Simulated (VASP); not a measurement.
# Fe (Im-3m) in VASP: settings compared

The runs below take Fe through single point, with PBE, LDA.

Program: VASP 6.6.1. These are calculated values, not measurements. Logs are shortened: lines on timing, memory, paths and dates and some standing lists are left out, and cuts for length are marked.

### Step 1. The cell of the first run

It takes space group Im-3m (No. 229, cubic). Conventional cell: a = 2.866 Å, b = 2.866 Å, c = 2.866 Å, α = 90.00°, β = 90.00°, γ = 90.00°. Fe (site symmetry m-3m) has 14 Fe at 2.48 to 2.87 Å within 3.3 Å.

### Step 2. Single point, PBE

INCAR

```
SYSTEM = Fe
PREC = Accurate
ENCUT = 520
EDIFF = 1E-6
ISMEAR = -1
SIGMA = 0.1
LREAL = .False.
LASPH = .True.
NELM = 80
ALGO = Normal
ISIF = 2
LWAVE = .False.
LCHARG = .False.
GGA = PE
NBANDS = 10
```

KPOINTS

```
Automatic mesh
0
Gamma
  12 12 12
  0 0 0
```

POSCAR

```
Fe
1.0
   -1.4330000000      1.4330000000      1.4330000000
    1.4330000000     -1.4330000000      1.4330000000
    1.4330000000      1.4330000000     -1.4330000000
Fe
1
Direct
    0.0000000000      0.0000000000      0.0000000000
```

Potentials or basis: VASP PAW PBE potentials, release 64 (Fe).

Run with:

```bash
cat potpaw_PBE.64/Fe/POTCAR > POTCAR
mpirun -np 1 vasp_std > vasp.out
```

OUTCAR:

```text
SYSTEM = Fe
   PREC = Accurate
   ENCUT = 520
   EDIFF = 1E-6
   ISMEAR = -1
   LREAL = .False.
   LASPH = .True.
   NELM = 80
   ISIF = 2
   GGA = PE

 ion  position               nearest neighbor table
   1  0.000  0.000  0.000-

  LATTYP: Found a body centered cubic cell.
 ALAT       =     2.8660000000

  Lattice vectors:

 A1 = (  -1.4330000000,   1.4330000000,   1.4330000000)
 A2 = (   1.4330000000,  -1.4330000000,   1.4330000000)
 A3 = (   1.4330000000,   1.4330000000,  -1.4330000000)

Analysis of symmetry for initial positions (statically):
=====================================================================
 Subroutine PRICEL returns:
 Original cell was already a primitive cell.

 Routine SETGRP: Setting up the symmetry group for a
 body centered cubic supercell.

 Subroutine GETGRP returns: Found 48 space group operations
[... 9 lines left out ...]

 Routine SETGRP: Setting up the symmetry group for a
 body centered cubic supercell.

 Subroutine GETGRP returns: Found 48 space group operations
[... 11 lines left out ...]
                                     Primitive cell

  volume of cell :      11.7706

  direct lattice vectors                    reciprocal lattice vectors
    -1.433000000  1.433000000  1.433000000     0.000000000  0.348918353  0.348918353
     1.433000000 -1.433000000  1.433000000     0.348918353  0.000000000  0.348918353
     1.433000000  1.433000000 -1.433000000     0.348918353  0.348918353  0.000000000

  length of vectors
     2.482028807  2.482028807  2.482028807     0.493445067  0.493445067  0.493445067

  position of ions in fractional coordinates (direct lattice)
     0.000000000  0.000000000  0.000000000

  ion indices of the primitive-cell ions
   primitive index   ion index
                 1           1

----------------------------------------------------------------------------------------

 KPOINTS: Automatic mesh

Automatic generation of k-mesh.
 Grid dimensions read from file:
 generate k-points for:   12   12   12

 Generating k-lattice:

  Cartesian coordinates                     Fractional coordinates (reciprocal lattice)
     0.000000000  0.029076529  0.029076529     0.083333333  0.000000000  0.000000000
     0.029076529  0.000000000  0.029076529     0.000000000  0.083333333  0.000000000
     0.029076529  0.029076529  0.000000000     0.000000000  0.000000000  0.083333333

  Length of vectors
     0.041120422  0.041120422  0.041120422

  Shift w.r.t. Gamma in fractional coordinates (k-lattice)
     0.000000000  0.000000000  0.000000000

 Subroutine IBZKPT returns following result:
 ===========================================

 Found     72 irreducible k-points:

 Following reciprocal coordinates:
            Coordinates               Weight
  0.000000  0.000000  0.000000      1.000000
  0.083333  0.000000  0.000000     12.000000
  0.166667  0.000000  0.000000     12.000000
  0.250000  0.000000  0.000000     12.000000
  0.333333  0.000000  0.000000     12.000000
  0.416667  0.000000  0.000000     12.000000
[... 16 lines left out ...]
  0.333333  0.083333  0.083333     24.000000
  0.416667  0.083333  0.083333     12.000000
 [... further k-points ...]
   k-points           NKPTS =     72   k-points in BZ     NKDIM =     72   number of bands    NBANDS=     10
   number of dos      NEDOS =    301   number of ions     NIONS =      1
   total plane-waves  NPLWV =   5832
   dimension x,y,z NGX =    18 NGY =   18 NGZ =   18
   dimension x,y,z NGXF=    36 NGYF=   36 NGZF=   36
   ions per type =               1
   NGX,Y,Z   is equivalent  to a cutoff of  12.06, 12.06, 12.06 a.u.
   NGXF,Y,Z  is equivalent  to a cutoff of  24.11, 24.11, 24.11 a.u.
 SYSTEM =  Fe
   PREC   = accura    normal or accurate (medium, high low for compatibility)
   ISTART =      0    job   : 0-new  1-cont  2-samecut
   ICHARG =      2    charge: 1-file 2-atom 10-const
   ISPIN  =      1    spin polarized calculation?
   LNONCOLLINEAR =      F non collinear calculations
   LSORBIT =      F    spin-orbit coupling
   LASPH  =      T    aspherical Exc in radial PAW
   ENCUT  =  520.0 eV  38.22 Ry    6.18 a.u.   4.61  4.61  4.61*2*pi/ulx,y,z
   NELM   =     80;   NELMIN=  2; NELMDL= -5     # of ELM steps
   EDIFF  = 0.1E-05   stopping-criterion for ELM
   LREAL  =      F    real-space projection
   EDIFFG = 0.1E-04   stopping-criterion for IOM
   NSW    =      0    number of steps for IOM
   IBRION =     -1    ionic relax: 0-MD 1-quasi-New 2-CG
   NFREE  =      0    steps in history (QN), initial steepest desc. (CG)
   ISIF   =      2    stress and relaxation
   ISYM   =      2    0-nonsym 1-usesym 2-fastsym
   POTIM  = 0.5000    time-step for ionic-motion
   TEBEG  =    0.0;   TEEND  =   0.0 temperature during run
   PSTRESS=    0.0 pullay stress
   NELECT =       8.0000    total number of electrons
   NUPDOWN=      -1.0000    fix difference up-down
   EMIN   =  10.00;   EMAX   =-10.00  energy-range for DOS
   EFERMI =   0.00;   METHOD = LEGACY
   ISMEAR =    -1;   SIGMA  =   0.10  broadening in eV -4-tet -1-fermi 0-gaus
   EFERMI_NEDOS =   21; number of points for ismear=-14 and -15
   IALGO  =     38    algorithm
   IMIX   =      4    mixing-type and parameters
     AMIX     =   0.40;   BMIX     =  1.00
     AMIX_MAG =   1.60;   BMIX_MAG =  1.00
  volume/ion in A,a.u.               =      11.77        79.43
  Fermi-wavevector in a.u.,A,eV,Ry     =   1.439368  2.720012 28.188298  2.071781
  Thomas-Fermi vector in A             =   2.558232
   LORBIT       =      0    0 simple, 1 ext, 2 COOP (PROOUT), +10 PAW based schemes
   GGA     = PE    functional components
   LHFCALC =     F    Hartree Fock is set to
   AEXX    =    0.0000 exact exchange contribution
   IVDW    =     0    specifies the selected vdW correction
   LEPSILON=     F    determine dielectric tensor
   LRPA    =     F    only Hartree local field effects (RPA)
 non-spin polarized calculation
  energy-cutoff  :      520.00
  volume of cell :       11.77
 maximum number of plane-waves:       329
   NGX =  9   NGY =  9   NGZ =  9

 number of electron       7.9999998 magnetization

 Free energy of the ion-electron system (eV)
  ---------------------------------------------------
  ext. energy  EPLUGINS =         0.00000000
  ---------------------------------------------------
  free energy    TOTEN  =        -7.71821617 eV

  energy without entropy =       -7.59475875  energy(sigma->0) =       -7.65648746

 E-fermi :   5.5153     XC(G=0): -12.9630

 val. band max:        5.5127882976   @ k =  -0.3333  -0.4167   0.0833
 cond. band min:       5.5174550167   @ k =   0.1667   0.0000   0.0000
 fundamental gap:      0.0046667191
 Fermi energy:         5.5152922972

 k-point     1 :       0.0000    0.0000    0.0000
  band No.  band energies     occupation
      1      -2.6996      2.00000
      2       4.0024      2.00000
      3       4.0024      2.00000
      4       4.0024      2.00000
      5       5.4884      1.13364
      6       5.4884      1.13363
      7      30.0192      0.00000
      8      30.0192      0.00000
      9      30.0192      0.00000
     10      35.0387      0.00000

 k-point     2 :       0.0833    0.0000    0.0000
  band No.  band energies     occupation
      1      -2.4204      2.00000
      2       3.9236      2.00000
      3       3.9917      2.00000
      4       4.1532      2.00000
      5       5.4103      1.48158
      6       5.4949      1.10155
      7      28.3241      0.00000
      8      29.5896      0.00000
      9      29.8349      0.00000
     10      34.2132      0.00000

 k-point     3 :       0.1667    0.0000    0.0000
  band No.  band energies     occupation
      1      -1.6194      2.00000
      2       3.7127      2.00000
      3       3.9220      2.00000
      4       4.5807      1.99983
      5       5.2766      1.83169
      6       5.5175      0.98919
      7      24.9119      0.00000
      8      28.1503      0.00000
      9      29.4469      0.00000
     10      31.7673      0.00000

 k-point     4 :       0.2500    0.0000    0.0000
  band No.  band energies     occupation
      1      -0.4436      2.00000
      2       3.4341      2.00000
      3       3.8162      2.00000
      4       5.2067      1.91264
      5       5.2580      1.85820
      6       5.5599      0.78042
      7      21.1132      0.00000
      8      26.3644      0.00000
      9      29.0740      0.00000
     10      29.2695      0.00000

 k-point     5 :       0.3333    0.0000    0.0000
  band No.  band energies     occupation
      1       0.6882      2.00000
      2       3.1657      2.00000
      3       4.0768      2.00000
      4       5.3567      1.65994
      5       5.6166      0.53263
      6       5.8928      0.04483
      7      17.4654      0.00000
      8      24.8551      0.00000
      9      27.2323      0.00000
     10      28.8015      0.00000

 k-point     6 :       0.4167    0.0000    0.0000
  band No.  band energies     occupation
      1       1.1982      2.00000
      2       2.9753      2.00000
      3       5.1127      1.96492
      4       5.5050      1.05150
      5       5.6677      0.35760
      6       6.4438      0.00019
      7      14.4227      0.00000
      8      23.8728      0.00000
      9      25.8653      0.00000
     10      28.6421      0.00000
[... 183 lines left out ...]
 k-point    21 :       0.1667    0.0833    0.0833
  band No.  band energies     occupation
      1       0.0304      2.00000
      2       3.3278      2.00000
      3       3.4288      2.00000
      4       5.3641      1.63872
      5       5.5265      0.94383
      6       5.7884      0.12232
      7      21.3496      0.00000
      8      23.2733      0.00000
      9      25.4735      0.00000
     10      32.1394      0.00000

 k-point    22 :       0.2500    0.0833    0.0833
  band No.  band energies     occupation
      1       1.1456      2.00000
      2       3.0735      2.00000
      3       3.5046      2.00000
      4       5.4166      1.45704
      5       5.6177      0.52831
      6       6.7074      0.00001
      7      17.7581      0.00000
      8      22.0982      0.00000
      9      23.7963      0.00000
     10      32.0306      0.00000

 k-point    23 :       0.3333    0.0833    0.0833
  band No.  band energies     occupation
      1       1.6015      2.00000
      2       2.9046      2.00000
      3       4.1923      2.00000
      4       5.4923      1.11427
      5       5.6770      0.33133
      6       7.7838      0.00000
      7      14.6355      0.00000
      8      21.3385      0.00000
      9      22.7480      0.00000
     10      31.7883      0.00000

 k-point    24 :       0.4167    0.0833    0.0833
  band No.  band energies     occupation
      1       1.6498      2.00000
      2       2.8457      2.00000
      3       4.6418      1.99968
      4       5.5224      0.96438
      5       5.6979      0.27735
      6       8.5411      0.00000
      7      13.0921      0.00000
      8      21.0751      0.00000
      9      22.3790      0.00000
     10      31.6900      0.00000

 [... further k-points ...]

------------------------ aborting loop because EDIFF is reached ----------------------------------------

  FORCE on cell =-STRESS in cart. coord.  units (eV):
  Direction    XX          YY          ZZ          XY          YZ          ZX
  --------------------------------------------------------------------------------------
  -------------------------------------------------------------------------------------
  Total       -1.6706289     -1.6706289     -1.6706289      0.0000000      0.0000000     -0.0000000
  in kB     -227.4008138   -227.4008138   -227.4008138      0.0000000      0.0000000     -0.0000000
  external PRESSURE =    -227.4008138 kB  Pullay stress =       0.0000000 kB

 VOLUME and BASIS-vectors are now :
 -----------------------------------------------------------------------------
  energy-cutoff  :      520.00
  volume of cell :       11.77
      direct lattice vectors                 reciprocal lattice vectors
    -1.433000000  1.433000000  1.433000000     0.000000000  0.348918353  0.348918353
     1.433000000 -1.433000000  1.433000000     0.348918353  0.000000000  0.348918353
     1.433000000  1.433000000 -1.433000000     0.348918353  0.348918353  0.000000000

 POSITION                                       TOTAL-FORCE (eV/Angst)
 -----------------------------------------------------------------------------------
      0.00000      0.00000      0.00000        -0.000000      0.000000     -0.000000
 -----------------------------------------------------------------------------------
    total drift:                                0.000000      0.000000      0.000000

  FREE ENERGIE OF THE ION-ELECTRON SYSTEM (eV)
  ---------------------------------------------------
  free  energy   TOTEN  =        -7.7182161710 eV

  energy  without entropy=       -7.5947587452  energy(sigma->0) =       -7.65648746
```

Wall time 7 s (1 thread of Intel Xeon 6975P-C, shared host); peak memory 0.12 GiB.

What came out:

```
Free energy            : -7.7182 eV
Pressure               : -22.7 GPa
Band gap on the k mesh : zero (band 4 reaches 6.39 eV, above the bottom of band 5 at 4.58 eV)
```

Caveat: the run has no spin polarisation, though such a crystal can be magnetic. Spin polarisation is off, so any magnetic state and its effect on volume and gap are missing.

### Step 3. Single point, LDA

INCAR

```
SYSTEM = Fe
  PREC = Accurate
  ENCUT = 520
  EDIFF = 1E-6
  ISMEAR = -1
  SIGMA = 0.1
  LREAL = .FALSE.
  LASPH = .TRUE.
  NELM = 60
  ALGO = Normal
  ISIF = 2
  LWAVE = .FALSE.
  LCHARG = .FALSE.
  GGA = CA
  NBANDS = 10
```

KPOINTS

```
regular mesh
0
G
  12 12 12
  0 0 0
```

POSCAR is that of step 2.

Potentials or basis: VASP PAW LDA potentials, release 64 (Fe).

Run with:

```bash
cat potpaw_LDA.64/Fe/POTCAR > POTCAR
mpirun -np 1 vasp_std > vasp.out
```

Wall time 6.7 s (1 thread of Intel Xeon 6975P-C, shared host); peak memory 0.12 GiB.

Results (log left out):

| Item | Value |
| --- | --- |
| Free energy | -8.7577 eV |
| Pressure | -37.7 GPa |
| Band gap on the k mesh | zero (band 4 reaches 6.23 eV, above the bottom of band 5 at 4.40 eV) |

Levels at points of the mesh, in eV from the Fermi level:
```
           k point  band 1  band 2  band 3  band 4  band 5  band 6  band 7  band 8  band 9
(0.00, 0.00, 0.00)   -8.16   -1.51   -1.51   -1.51   -0.04   -0.04   24.59   24.59   24.59
(0.50, 0.00, 0.00)   -4.23   -2.61   -0.06    0.16    0.58    1.17    7.53   18.07   19.74
(0.50, 0.50, 0.50)   -3.93   -3.93    0.91    0.91    0.91    9.73    9.73    9.73   15.72
```

Caveat: the run has no spin polarisation, though such a crystal can be magnetic. Spin polarisation is off, so any magnetic state and its effect on volume and gap are missing.

[end of part 1 of 2]
